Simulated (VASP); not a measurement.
A run of VASP 6.6.1:

File INCAR:

```
SYSTEM = ZnS
PREC = Accurate
ENCUT = 520
EDIFF = 1E-6
ISMEAR = 0
SIGMA = 0.05
LREAL = .FALSE.
LASPH = .TRUE.
NELM = 100
ALGO = Normal
ISIF = 2
LWAVE = .FALSE.
LCHARG = .FALSE.
GGA = PS
NBANDS = 66
```

Contents of KPOINTS:

```
regular mesh
0
G
  9 9 2
  0 0 0
```

Contents of POSCAR:

```
ZnS
1.0
    3.7521540119      0.0000000000      0.0000000000
   -1.8760770060      3.2494606933      0.0000000000
    0.0000000000      0.0000000000     18.9037271276
Zn S
6 6
Direct
    0.0000000000      0.0000000000      0.0000277175
    0.0000000000      0.0000000000      0.5000277175
    0.3333333333      0.6666666667      0.1618309784
    0.6666666667      0.3333333333      0.6618309784
    0.6666666667      0.3333333333      0.3332753580
    0.3333333333      0.6666666667      0.8332753580
    0.0000000000      0.0000000000      0.1251125986
    0.0000000000      0.0000000000      0.6251125986
    0.3333333333      0.6666666667      0.2916367831
    0.6666666667      0.3333333333      0.7916367831
    0.6666666667      0.3333333333      0.4581259436
    0.3333333333      0.6666666667      0.9581259436
```

Potentials or basis: VASP PAW PBE potentials, release 64 (Zn, S).

Launch:

```sh
$ cat potpaw_PBE.64/Zn/POTCAR potpaw_PBE.64/S/POTCAR > POTCAR
$ mpirun -np 1 vasp_std > vasp.out
```

Hardware: 1 thread of Oxide Virtual Turin-like Processor, on a shared host.

**Question.** How long does it take, and how much memory?

**Answer.** It took 12 min on 1 thread of Oxide Virtual Turin-like Processor, on a shared host, peak memory 0.43 GiB. Counts: scf iterations 17, k points 24.
